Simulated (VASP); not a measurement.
PbO:

```
Pb O
1.0
     0.00000    2.60652    2.60652
     2.60652    0.00000    2.60652
     2.60652    2.60652    0.00000
Pb O
1 1
Direct
  0.00000 0.00000 0.00000
  0.50000 0.50000 0.50000
```

Program: VASP 6.6.1. Alike in all runs: task single point; no spin polarisation; cell as given; cutoff (eV) 520; smearing gaussian 0.01 eV.

Q: Order these runs on this cell by their pressure, lowest first.
A. level LDA; potentials or basis VASP PAW LDA potentials, release 64 (Pb_d, O); k mesh 4 × 4 × 4
B. level r2SCAN; potentials or basis VASP PAW PBE potentials, release 64 (Pb_d, O); k mesh 6 × 6 × 6
C. level HSE06; potentials or basis VASP PAW PBE potentials, release 64 (Pb_d, O); k mesh 4 × 4 × 4; grid for exact exchange (PRECFOCK) Normal; screening parameter 0.2079 1/Å

A: A (-5.8 GPa), C (-1.6 GPa), B (0.0 GPa).

Caveats: some runs use coarse meshes; the PAW data sets were made with another functional, which shifts forces and pressure a little (some runs).
